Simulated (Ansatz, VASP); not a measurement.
One calculation of Au, two programs

```
CELL_PARAMETERS angstrom
2.73272 0.00000 0.00000
0.00000 2.73272 0.00000
0.00000 0.00000 2.73272
ATOMIC_POSITIONS crystal
Au 0.00000 0.00000 0.00000
```

Alike in both runs: functional PBE; k mesh 6 × 6 × 6; occupations gaussian, width 0.1 eV; no spin polarisation.

Ansatz relaxed the structure, and its values are those at the end. VASP's run is a single point on that final structure, the one shown.

```csv
,VASP,Ansatz
version,VASP 6.6.1,Ansatz 0.2.0
potentials or method,"VASP PAW PBE potentials, release 64 (Au), cutoff 520 eV","scalar-relativistic, plane waves, PAW"
valence electrons in the cell,11,19
```

Ansatz gave:

| Item | Value |
| --- | --- |
| gap on the k mesh at the Fermi level (eV) | none |
| pressure (GPa) | 0.0 |

Q: What did VASP give for the same quantities?

A: gap on the k mesh at the Fermi level (eV): none; pressure (GPa): -0.1.

A gap of «none» marks a metal or a gap that the smearing closes. With one functional, cell and mesh, what is left measures potentials, basis and numerics. VASP's potentials hold 11 valence electrons a cell and Ansatz's 19, so a difference there can come from the potentials and not from the codes.

The k mesh is coarse, so the values compare programs but aren't converged. Spin-orbit coupling is off throughout.
